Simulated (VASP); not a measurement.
# Mg3Te (I4/mmm) in VASP: a series of runs

Aim: see how the results for Mg3Te move with the level of theory and the settings. Levels: PBEsol, LDA. Tasks: single point.

Everything below comes from runs of VASP 6.6.1. Logs are shortened: lines on timing, memory, paths and dates and some standing lists are left out, and cuts for length are marked.

## (1) The cell of the first run

Symmetry: I4/mmm, No. 139, tetragonal system. Conventional cell: a = 4.279 Å, b = 4.279 Å, c = 10.565 Å, α = 90.00°, β = 90.00°, γ = 90.00°. Te (site symmetry 4/mmm) has 12 Mg at 3.03 to 3.40 Å within 4.0 Å. Mg (site symmetry -4m2) has 8 Mg at 3.03 to 3.40 Å and 4 Te at 3.40 Å within 4.0 Å. Within 4.0 Å of Mg (site symmetry 4/mmm) lie 4 Te at 3.03 Å and 8 Mg at 3.40 Å.

## (2) Single point, PBEsol, non-collinear spin, zero start, spin-orbit coupling

Contents of INCAR:

```
PREC     = Accurate       # precision mode
ENCUT    = 520            # plane-wave cutoff, eV
EDIFF    = 1E-6           # SCF threshold, eV
ISMEAR   = -1             # smearing method
SIGMA    = 0.05           # smearing width, eV
LREAL    = F              # projectors in reciprocal space
LASPH    = T              # aspherical terms in the spheres
NELM     = 150            # most SCF steps
ALGO     = Normal         # electronic algorithm
ISIF     = 2              # what is computed and relaxed
LWAVE    = F              # write WAVECAR
LCHARG   = F              # write CHGCAR
LNONCOLLINEAR= T              # non-collinear magnetism
MAGMOM   = 0 0 0 0 0 0 0 0 0 0 0 0 # initial moments
LORBIT   = 11             # projections on sites
LSORBIT  = T              # spin-orbit coupling
GGA_COMPAT= F            
LORBMOM  = T            
GGA      = PS             # functional
NBANDS   = 26             # bands
```

Contents of KPOINTS:

```
regular mesh
0
Gamma
  7 7 7
```

Contents of POSCAR:

```
Mg3Te
1.0
   -2.1393600000      2.1393600000      5.2824880000
    2.1393600000     -2.1393600000      5.2824880000
    2.1393600000      2.1393600000     -5.2824880000
Te Mg
1 3
Direct
    0.0000000000      0.0000000000      0.0000000000
    0.2500000000      0.7500000000      0.5000000000
    0.7500000000      0.2500000000      0.5000000000
    0.5000000000      0.5000000000      0.0000000000
```

Potentials or basis: VASP PAW PBE potentials, release 64 (Te, Mg).

Launch:

```sh
cat potpaw_PBE.64/Te/POTCAR potpaw_PBE.64/Mg/POTCAR > POTCAR
mpirun -np 1 vasp_ncl > vasp.out
```

OUTCAR:

```text
PREC = Accurate
   ENCUT = 520
   EDIFF = 1E-6
   ISMEAR = -1
   LREAL = F
   LASPH = T
   NELM = 150
   ISIF = 2
   LNONCOLLINEAR = T
   LORBIT = 11
   LSORBIT = T
   GGA = PS

 ion  position               nearest neighbor table
   1  0.000  0.000  0.000-   4 3.03   4 3.03   4 3.03   4 3.03   3 3.40   2 3.40   3 3.40   2 3.40
                             3 3.40   3 3.40   2 3.40   2 3.40
   2  0.250  0.750  0.500-   3 3.03   3 3.03   3 3.03   3 3.03   4 3.40   1 3.40   4 3.40   4 3.40
                             1 3.40   1 3.40   4 3.40   1 3.40
   3  0.750  0.250  0.500-   2 3.03   2 3.03   2 3.03   2 3.03   4 3.40   1 3.40   4 3.40   1 3.40
                             4 3.40   4 3.40   1 3.40   1 3.40
   4  0.500  0.500  0.000-   1 3.03   1 3.03   1 3.03   1 3.03   3 3.40   2 3.40   3 3.40   3 3.40
                             2 3.40   2 3.40   3 3.40   2 3.40

  LATTYP: Found a body centered tetragonal cell.
 ALAT       =     4.2787200000
 C/A-ratio  =     2.4691907860

  Lattice vectors:

 A1 = (  -2.1393600000,   2.1393600000,   5.2824880000)
 A2 = (   2.1393600000,  -2.1393600000,   5.2824880000)
 A3 = (   2.1393600000,   2.1393600000,  -5.2824880000)

Analysis of symmetry for initial positions (statically):
=====================================================================
 Subroutine PRICEL returns:
 Original cell was already a primitive cell.

 Routine SETGRP: Setting up the symmetry group for a
 body centered tetragonal supercell.

 Subroutine GETGRP returns: Found 16 space group operations
 (whereof 16 operations were pure point group operations)
 out of a pool of 16 trial point group operations.

The static configuration has the point symmetry D_4h.

Analysis of symmetry for dynamics (positions and initial velocities):
=====================================================================
 Subroutine PRICEL returns:
 Original cell was already a primitive cell.

 Routine SETGRP: Setting up the symmetry group for a
 body centered tetragonal supercell.

 Subroutine GETGRP returns: Found 16 space group operations
 (whereof 16 operations were pure point group operations)
 out of a pool of 16 trial point group operations.

The dynamic configuration has the point symmetry D_4h.

Analysis of structural, dynamic, and magnetic symmetry:
=====================================================================
 Subroutine PRICEL returns:
 Original cell was already a primitive cell.

 Routine SETGRP: Setting up the symmetry group for a
 body centered tetragonal supercell.

 Subroutine GETGRP returns: Found 16 space group operations
 (whereof 16 operations were pure point group operations)
 out of a pool of 16 trial point group operations.

The overall configuration has the point symmetry D_4h.

 Subroutine INISYM returns: Found 16 space group operations
 (whereof 16 operations are pure point group operations),
 and found     1 'primitive' translations

----------------------------------------------------------------------------------------

                                     Primitive cell

  volume of cell :      96.7089

  direct lattice vectors                    reciprocal lattice vectors
    -2.139360000  2.139360000  5.282488000     0.000000000  0.233714756  0.094652368
     2.139360000 -2.139360000  5.282488000     0.233714756  0.000000000  0.094652368
     2.139360000  2.139360000 -5.282488000     0.233714756  0.233714756  0.000000000

  length of vectors
     6.087561243  6.087561243  6.087561243     0.252154036  0.252154036  0.330522577

  position of ions in fractional coordinates (direct lattice)
     0.000000000  0.000000000  0.000000000
     0.250000000  0.750000000  0.500000000
     0.750000000  0.250000000  0.500000000
     0.500000000  0.500000000  0.000000000

  ion indices of the primitive-cell ions
   primitive index   ion index
                 1           1
                 2           2
                 3           3
                 4           4

----------------------------------------------------------------------------------------

 KPOINTS: regular mesh

Automatic generation of k-mesh.
 Grid dimensions read from file:
 generate k-points for:    7    7    7

 Generating k-lattice:

  Cartesian coordinates                     Fractional coordinates (reciprocal lattice)
     0.000000000  0.033387822  0.013521767     0.142857143  0.000000000  0.000000000
     0.033387822  0.000000000  0.013521767     0.000000000  0.142857143  0.000000000
     0.033387822  0.033387822  0.000000000     0.000000000  0.000000000  0.142857143

  Length of vectors
     0.036022005  0.036022005  0.047217511

  Shift w.r.t. Gamma in fractional coordinates (k-lattice)
     0.000000000  0.000000000  0.000000000
[... 76 lines left out ...]
   GGA     = PS    functional components
   LHFCALC =     F    Hartree Fock is set to
   AEXX    =    0.0000 exact exchange contribution
   IVDW    =     0    specifies the selected vdW correction
   LEPSILON=     F    determine dielectric tensor
   LRPA    =     F    only Hartree local field effects (RPA)
  energy-cutoff  :      520.00
  volume of cell :       96.71
 maximum number of plane-waves:      5242
 NGX is ok and might be reduce to    48
   NGX = 23   NGY = 23   NGZ = 23

 number of electron      12.0000000 magnetization       0.0000000      0.0000000      0.0000000

 number of electron      12.0000000 magnetization       0.0000000     -0.0000000      0.0000000

 number of electron      12.0000000 magnetization       0.0000000     -0.0000000     -0.0000000

 Free energy of the ion-electron system (eV)
  ---------------------------------------------------
  ext. energy  EPLUGINS =         0.00000000
  ---------------------------------------------------
  free energy    TOTEN  =        -9.52298373 eV

  energy without entropy =       -9.50821885  energy(sigma->0) =       -9.51560129

 E-fermi :   4.4745     XC(G=0):  -9.0013

 val. band max:        4.4519634826   @ k =  -0.1429  -0.1429   0.1429
 cond. band min:       4.4929443138   @ k =   0.4286   0.1429  -0.0000
 fundamental gap:      0.0409808312
 Fermi energy:         4.4745390615

 k-point     1 :       0.0000    0.0000    0.0000
  band No.  band energies     occupation
      1      -7.7803      1.00000
      2      -7.7803      1.00000
      3       0.1826      1.00000
      4       0.1826      1.00000
      5       0.2268      1.00000
      6       0.2268      1.00000
[... 637 lines left out ...]
     23       9.6383      0.00000
     24       9.6383      0.00000

 [... further k-points ...]

 [bands above 24 left out]

------------------------ aborting loop because EDIFF is reached ----------------------------------------

  FORCE on cell =-STRESS in cart. coord.  units (eV):
  Direction    XX          YY          ZZ          XY          YZ          ZX
  --------------------------------------------------------------------------------------
  -------------------------------------------------------------------------------------
  Total       -0.6449184     -0.6449184     -0.6687180      0.0000000     -0.0000000      0.0000000
  in kB      -10.6843736    -10.6843736    -11.0786625      0.0000000     -0.0000000      0.0000000
  external PRESSURE =     -10.8158032 kB  Pullay stress =       0.0000000 kB

 VOLUME and BASIS-vectors are now :
 -----------------------------------------------------------------------------
  energy-cutoff  :      520.00
  volume of cell :       96.71
      direct lattice vectors                 reciprocal lattice vectors
    -2.139360000  2.139360000  5.282488000     0.000000000  0.233714756  0.094652368
     2.139360000 -2.139360000  5.282488000     0.233714756  0.000000000  0.094652368
     2.139360000  2.139360000 -5.282488000     0.233714756  0.233714756  0.000000000

 POSITION                                       TOTAL-FORCE (eV/Angst)
 -----------------------------------------------------------------------------------
      0.00000      0.00000      0.00000        -0.000000      0.000000     -0.000000
      2.13936      0.00000      2.64124        -0.000000      0.000000      0.000000
      0.00000      2.13936      2.64124         0.000000     -0.000000      0.000000
      0.00000      0.00000      5.28249        -0.000000      0.000000     -0.000000
 -----------------------------------------------------------------------------------
    total drift:                                0.000000     -0.000000     -0.000000

  FREE ENERGIE OF THE ION-ELECTRON SYSTEM (eV)
  ---------------------------------------------------
  free  energy   TOTEN  =        -9.5229837333 eV

  energy  without entropy=       -9.5082188531  energy(sigma->0) =       -9.51560129

 orbital moment (x)

 # of ion     p       d       tot
 ----------------------------------------
  1         0.000   0.000   0.000
  2         0.000  -0.000  -0.000
  3        -0.000  -0.000  -0.000
  4         0.000  -0.000  -0.000
 ----------------------------------------
           -0.000  -0.000  -0.000

 orbital moment (y)

 # of ion     p       d       tot
 ----------------------------------------
  1         0.000   0.000   0.000
  2        -0.000   0.000  -0.000
  3        -0.000   0.000  -0.000
  4         0.000  -0.000  -0.000
 ----------------------------------------
           -0.000   0.000  -0.000

 orbital moment (z)

 # of ion     p       d       tot
 ----------------------------------------
  1         0.000   0.000   0.000
  2         0.000   0.000   0.000
  3         0.000  -0.000  -0.000
  4         0.000   0.000   0.000
 ----------------------------------------
            0.000   0.000   0.000

 Spin-Orbit-Coupling matrix elements

 Ion:    1  E_soc:     -0.2053645
 l=   1
     0.0000000    -0.0351574    -0.0320351
    -0.0351574     0.0000000    -0.0351574
    -0.0320351    -0.0351574     0.0000000
 l=   2
     0.0000000    -0.0000364     0.0000000    -0.0000364    -0.0000621
    -0.0000364     0.0000000    -0.0000690    -0.0000319    -0.0000138
     0.0000000    -0.0000690     0.0000000    -0.0000690     0.0000000
    -0.0000364    -0.0000319    -0.0000690     0.0000000    -0.0000138
    -0.0000621    -0.0000138     0.0000000    -0.0000138     0.0000000
 l=   3
     0.0000000     0.0000000     0.0000000     0.0000000     0.0000000     0.0000000     0.0000000
     0.0000000     0.0000000     0.0000000     0.0000000     0.0000000     0.0000000     0.0000000
     0.0000000     0.0000000     0.0000000     0.0000000     0.0000000     0.0000000     0.0000000
     0.0000000     0.0000000     0.0000000     0.0000000     0.0000000     0.0000000     0.0000000
[... 49 lines left out ...]
 l=   2
     0.0000000    -0.0000000     0.0000000    -0.0000000    -0.0000001
    -0.0000000     0.0000000    -0.0000000     0.0000000     0.0000000
     0.0000000    -0.0000000     0.0000000    -0.0000000     0.0000000
    -0.0000000     0.0000000    -0.0000000     0.0000000     0.0000000
    -0.0000001     0.0000000     0.0000000     0.0000000     0.0000000
 l=   3
     0.0000000     0.0000000     0.0000000     0.0000000     0.0000000     0.0000000     0.0000000
     0.0000000     0.0000000     0.0000000     0.0000000     0.0000000     0.0000000     0.0000000
     0.0000000     0.0000000     0.0000000     0.0000000     0.0000000     0.0000000     0.0000000
     0.0000000     0.0000000     0.0000000     0.0000000     0.0000000     0.0000000     0.0000000
     0.0000000     0.0000000     0.0000000     0.0000000     0.0000000     0.0000000     0.0000000
     0.0000000     0.0000000     0.0000000     0.0000000     0.0000000     0.0000000     0.0000000
     0.0000000     0.0000000     0.0000000     0.0000000     0.0000000     0.0000000     0.0000000

 total charge

# of ion       s       p       d       tot
------------------------------------------
    1        1.384   1.964   0.042   3.391
    2        0.217   0.102   0.014   0.333
    3        0.217   0.102   0.014   0.333
    4        0.184   0.111   0.019   0.314
--------------------------------------------------
tot          2.003   2.278   0.090   4.371

 magnetization (x)

# of ion       s       p       d       tot
------------------------------------------
    1       -0.000  -0.000   0.000  -0.000
    2        0.000   0.000   0.000   0.000
    3       -0.000   0.000   0.000  -0.000
    4       -0.000  -0.000   0.000  -0.000
--------------------------------------------------
tot         -0.000   0.000   0.000   0.000

 magnetization (y)

# of ion       s       p       d       tot
------------------------------------------
    1        0.000   0.000   0.000   0.000
    2        0.000  -0.000  -0.000  -0.000
    3       -0.000  -0.000  -0.000  -0.000
    4        0.000   0.000   0.000   0.000
--------------------------------------------------
tot         -0.000  -0.000  -0.000  -0.000

 magnetization (z)

# of ion       s       p       d       tot
------------------------------------------
    1        0.000  -0.000  -0.000  -0.000
    2        0.000   0.000   0.000   0.000
    3        0.000   0.000   0.000   0.000
    4       -0.000   0.000  -0.000  -0.000
--------------------------------------------------
tot         -0.000  -0.000  -0.000  -0.000
```

Wall time 12 min (1 thread of AMD EPYC 7R13, shared host); peak memory 0.77 GiB.

What came out:

```
Free energy                                           : -9.5230 eV
Pressure                                              : -1.1 GPa
Net moment                                            : 0.00 μB per cell
Valence electrons inside the program's atomic spheres : Te 3.39; Mg 0.33, 0.31
```

Moments on the atoms (μB; x, y, z):
```
Te  0.00 0.00 0.00
Mg  0.00 0.00 0.00
Mg  0.00 0.00 0.00
Mg  0.00 0.00 0.00
```

Caveat: the PAW data sets were made with another functional, which shifts forces and pressure a little.

[end of part 1 of 2]
